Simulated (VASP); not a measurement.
# Bi2Te3 (series) (R-3m) in VASP: single point with PBE

Aim: the single point of Bi2Te3 (series) with PBE.

All numbers are computed with VASP 6.6.1; they aren't measurements. Logs are shortened: lines on timing, memory, paths and dates and some standing lists are left out, and cuts for length are marked.

**Experimental background.**

“Vacancy and Antisite-Induced Ferromagnetism in Liquid-Phase Exfoliated Bi2Te3”, 2024, arxiv:2412.10539 quotes, for a bulk crystal of Bi2Te3: band gap 0.17 eV.

The results are compared with them further down.

## Step 1: The cell of the first run

It takes space group R-3m (No. 166, trigonal). The conventional cell has a = 4.386 Å, b = 4.386 Å, c = 30.497 Å, α = 90.00°, β = 90.00°, γ = 120.00°. Within 4.0 Å of Bi (site symmetry 3m) lie 6 Te at 3.07 to 3.25 Å. Within 4.3 Å of Te (site symmetry -3m) lie 6 Bi at 3.25 Å. Within 4.0 Å of Te (site symmetry 3m) lie 3 Bi at 3.07 Å and 3 Te at 3.64 Å.

## Step 2: Single point, PBE

INCAR reads:

```
PREC = Accurate ; ENCUT = 520
EDIFF = 1E-6 ; ISMEAR = 0
SIGMA = 0.01 ; LREAL = False
LASPH = True ; NELM = 100
ALGO = Normal ; ISIF = 2
LWAVE = False ; LCHARG = True
GGA = PE ; LELF = True
LVHAR = True ; NBANDS = 32
```

KPOINTS reads:

```
Automatic mesh
0
Gamma
  9 9 9
```

POSCAR reads:

```
Bi2Te3
1.0
    2.1930000000      1.2661291403     10.1656666667
   -2.1930000000      1.2661291403     10.1656666667
    0.0000000000     -2.5322582807     10.1656666667
Bi Te
2 3
Direct
    0.4000000000      0.4000000000      0.4000000000
    0.6000000000      0.6000000000      0.6000000000
    0.0000000000      0.0000000000      0.0000000000
    0.2095000000      0.2095000000      0.2095000000
    0.7905000000      0.7905000000      0.7905000000
```

Potentials or basis: VASP PAW PBE potentials, release 64 (Bi_d, Te).

The run is started by

```console
cat potpaw_PBE.64/Bi_d/POTCAR potpaw_PBE.64/Te/POTCAR > POTCAR
mpirun -np 1 vasp_std > vasp.out
```

OUTCAR:

```text
PREC = Accurate
   ENCUT = 520
   EDIFF = 1E-6
   ISMEAR = 0
   LREAL = False
   LASPH = True
   NELM = 100
   ISIF = 2
   GGA = PE

 ion  position               nearest neighbor table
   1  0.400  0.400  0.400-   5 3.07   5 3.07   5 3.07   3 3.25   3 3.25   3 3.25
   2  0.600  0.600  0.600-   4 3.07   4 3.07   4 3.07   3 3.25   3 3.25   3 3.25
   3  0.000  0.000  0.000-   2 3.25   1 3.25   2 3.25   2 3.25   1 3.25   1 3.25
   4  0.209  0.209  0.209-   2 3.07   2 3.07   2 3.07   5 3.64   5 3.64   5 3.64
   5  0.791  0.791  0.791-   1 3.07   1 3.07   1 3.07   4 3.64   4 3.64   4 3.64

  LATTYP: Found a trigonal (rhomboedric) cell.
 ALAT       =    10.4763118882
 COS(alpha) =     0.9123624111

  Lattice vectors:

 A1 = (   2.1930000000,   1.2661291403,  10.1656666667)
 A2 = (  -2.1930000000,   1.2661291403,  10.1656666667)
 A3 = (   0.0000000000,  -2.5322582807,  10.1656666667)

Analysis of symmetry for initial positions (statically):
=====================================================================
 Subroutine PRICEL returns:
 Original cell was already a primitive cell.

 Routine SETGRP: Setting up the symmetry group for a
 trigonal (rhombohedral) supercell.

 Subroutine GETGRP returns: Found 12 space group operations
 (whereof 12 operations were pure point group operations)
 out of a pool of 12 trial point group operations.

The static configuration has the point symmetry D_3d.

Analysis of symmetry for dynamics (positions and initial velocities):
=====================================================================
 Subroutine PRICEL returns:
 Original cell was already a primitive cell.

 Routine SETGRP: Setting up the symmetry group for a
 trigonal (rhombohedral) supercell.

 Subroutine GETGRP returns: Found 12 space group operations
 (whereof 12 operations were pure point group operations)
 out of a pool of 12 trial point group operations.

The dynamic configuration has the point symmetry D_3d.

 Subroutine INISYM returns: Found 12 space group operations
 (whereof 12 operations are pure point group operations),
 and found     1 'primitive' translations

----------------------------------------------------------------------------------------

                                     Primitive cell

  volume of cell :     169.3572

[... 88 lines left out ...]
   ISPIN  =      1    spin polarized calculation?
   LNONCOLLINEAR =      F non collinear calculations
   LSORBIT =      F    spin-orbit coupling
   LASPH  =      T    aspherical Exc in radial PAW
   ENCUT  =  520.0 eV  38.22 Ry    6.18 a.u.  19.48 19.48 19.48*2*pi/ulx,y,z
   NELM   =    100;   NELMIN=  2; NELMDL= -5     # of ELM steps
   EDIFF  = 0.1E-05   stopping-criterion for ELM
   LREAL  =      F    real-space projection
   EDIFFG = 0.1E-04   stopping-criterion for IOM
   NSW    =      0    number of steps for IOM
   IBRION =     -1    ionic relax: 0-MD 1-quasi-New 2-CG
   NFREE  =      0    steps in history (QN), initial steepest desc. (CG)
   ISIF   =      2    stress and relaxation
   ISYM   =      2    0-nonsym 1-usesym 2-fastsym
   POTIM  = 0.5000    time-step for ionic-motion
   TEBEG  =    0.0;   TEEND  =   0.0 temperature during run
   PSTRESS=    0.0 pullay stress
   NELECT =      48.0000    total number of electrons
   NUPDOWN=      -1.0000    fix difference up-down
   EMIN   =  10.00;   EMAX   =-10.00  energy-range for DOS
   EFERMI =   0.00;   METHOD = LEGACY
   ISMEAR =     0;   SIGMA  =   0.01  broadening in eV -4-tet -1-fermi 0-gaus
   EFERMI_NEDOS =   21; number of points for ismear=-14 and -15
   IALGO  =     38    algorithm
   IMIX   =      4    mixing-type and parameters
     AMIX     =   0.40;   BMIX     =  1.00
     AMIX_MAG =   1.60;   BMIX_MAG =  1.00
  volume/ion in A,a.u.               =      33.87       228.58
  Fermi-wavevector in a.u.,A,eV,Ry     =   1.075360  2.032136 15.733774  1.156400
  Thomas-Fermi vector in A             =   2.211215
   LORBIT       =      0    0 simple, 1 ext, 2 COOP (PROOUT), +10 PAW based schemes
   GGA     = PE    functional components
   LHFCALC =     F    Hartree Fock is set to
   AEXX    =    0.0000 exact exchange contribution
   IVDW    =     0    specifies the selected vdW correction
   LEPSILON=     F    determine dielectric tensor
   LRPA    =     F    only Hartree local field effects (RPA)
 non-spin polarized calculation
 Gauss-broadening in eV      SIGMA  =   0.01
  energy-cutoff  :      520.00
  volume of cell :      169.36
 maximum number of plane-waves:      4580
 NGX is ok and might be reduce to    80
   NGX = 39   NGY = 39   NGZ = 39

 number of electron      48.0000004 magnetization

 Free energy of the ion-electron system (eV)
  ---------------------------------------------------
  ext. energy  EPLUGINS =         0.00000000
  ---------------------------------------------------
  free energy    TOTEN  =       -18.33625770 eV

  energy without entropy =      -18.33625770  energy(sigma->0) =      -18.33625770

 E-fermi :   6.2759     XC(G=0):  -9.3290

 val. band max:        6.2253806075   @ k =   0.0000   0.0000   0.0000
 cond. band min:       6.5036874964   @ k =   0.0000   0.0000   0.0000
 fundamental gap:      0.2783068889
 Fermi energy:         6.2758931983

 k-point     1 :       0.0000    0.0000    0.0000
  band No.  band energies     occupation
      1     -16.9939      2.00000
      2     -16.9939      2.00000
      3     -16.9924      2.00000
      4     -16.9924      2.00000
      5     -16.9867      2.00000
      6     -16.9853      2.00000
[... 829 lines left out ...]
     31      11.0177      0.00000
     32      11.8394      0.00000

 [... further k-points ...]
[... 5 lines left out ...]
  --------------------------------------------------------------------------------------
  -------------------------------------------------------------------------------------
  Total        2.0605667      2.0605667      1.8580241      0.0000000     -0.0000000      0.0000000
  in kB       19.4936654     19.4936654     17.5775436      0.0000000     -0.0000000      0.0000000
  external PRESSURE =      18.8549581 kB  Pullay stress =       0.0000000 kB

 VOLUME and BASIS-vectors are now :
 -----------------------------------------------------------------------------
  energy-cutoff  :      520.00
  volume of cell :      169.36
      direct lattice vectors                 reciprocal lattice vectors
     2.193000000  1.266129140 10.165666667     0.227998176  0.131634808  0.032790111
    -2.193000000  1.266129140 10.165666667    -0.227998176  0.131634808  0.032790111
     0.000000000 -2.532258281 10.165666667     0.000000000 -0.263269617  0.032790111

 POSITION                                       TOTAL-FORCE (eV/Angst)
 -----------------------------------------------------------------------------------
      0.00000     -0.00000     12.19880         0.000000     -0.000000      0.030722
      0.00000     -0.00000     18.29820         0.000000      0.000000     -0.030722
      0.00000      0.00000      0.00000         0.000000     -0.000000     -0.000000
      0.00000     -0.00000      6.38912         0.000000     -0.000000      0.036549
      0.00000     -0.00000     24.10788         0.000000      0.000000     -0.036549
 -----------------------------------------------------------------------------------
    total drift:                               -0.000000     -0.000000     -0.000000

  FREE ENERGIE OF THE ION-ELECTRON SYSTEM (eV)
  ---------------------------------------------------
  free  energy   TOTEN  =       -18.3362577043 eV

  energy  without entropy=      -18.3362577043  energy(sigma->0) =      -18.33625770
```

Run time: 18 min. Hardware: 1 thread of Intel Xeon 6975P-C (Granite Rapids), shared host; peak memory 1.1 GiB.

Results:

* Free energy: -18.3363 eV
* Pressure: 1.9 GPa
* Largest force: 0.037 eV/Å
* Band gap on the k mesh: 0.28 eV, direct

Forces on the atoms (eV/Å):
```
Bi   0.000  0.000  0.031
Bi   0.000  0.000 -0.031
Te   0.000  0.000  0.000
Te   0.000  0.000  0.037
Te   0.000  0.000 -0.037
```

Caveat: spin-orbit coupling is left out, which moves the levels of the heavy elements.

## Step 3: Comparison with measurements

Step 2. Measured gap of Bi2Te3: 0.17 eV (quoted in “Vacancy and Antisite-Induced Ferromagnetism in Liquid-Phase Exfoliated Bi2Te3”, 2024, arxiv:2412.10539). This calculation gives 0.28 eV (+0.11 eV). Spin-orbit coupling on Bi, Te is left out. The value is that of PBE on a finite k mesh, which can miss the band edges, without temperature or zero-point motion.
